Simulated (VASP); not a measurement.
Write the native input for VASP 6.6.1 that does the following.

```yaml
Task: single point
Functional: revPBE
Potentials_or_basis: VASP PAW PBE potentials, release 64 (Yb)
Cutoff: 520 eV
k_mesh: 7 × 7 × 7
Occupations: fermi-dirac, width 0.1 eV
Spin: no spin polarisation
Dipole_correction: no
Further_INCAR_settings: ALGO = Normal; EDIFF = 1e-06; NBANDS = 31
```

The structure of Yb lies in POSCAR:

```
Yb
1.0
    0.0000000000      4.4952821081      4.4952821081
    4.4952821081      0.0000000000      4.4952821081
    4.4952821081      4.4952821081      0.0000000000
Yb
2
Direct
    0.1250000000      0.1250000000      0.1250000000
    0.8750000000      0.8750000000      0.8750000000
```

This cell differs from its parent crystal: volume scaled by 1.04.

These files were run (other wordings do the same):

INCAR

```
PREC = Accurate ; ENCUT = 520
EDIFF = 1E-6 ; ISMEAR = -1
SIGMA = 0.1 ; LREAL = False
LASPH = True ; NELM = 60
ALGO = Normal ; ISIF = 2
LWAVE = False ; LCHARG = False
GGA = RE ; NBANDS = 31
```

KPOINTS

```
Automatic mesh
0
Gamma
  7 7 7
```

Potentials or basis: VASP PAW PBE potentials, release 64 (Yb).

Launch:

```sh
$ cat potpaw_PBE.64/Yb/POTCAR > POTCAR
$ mpirun -np 1 vasp_std > vasp.out
```

It gave:

```json
{
 "Pressure": "0.1 GPa",
 "Band gap on the k mesh": "zero (band 24 reaches 0.30 eV, above the bottom of band 25 at -0.62 eV)"
}
```

Caveat: the PAW data sets were made with another functional, which shifts forces and pressure a little; spin-orbit coupling is left out, which moves the levels of the heavy elements.

Wall time 5.3 min on 1 thread of Intel(R) Xeon(R) Platinum 8488C (Sapphire Rapids), with other jobs on the host, peak memory 0.37 GiB.
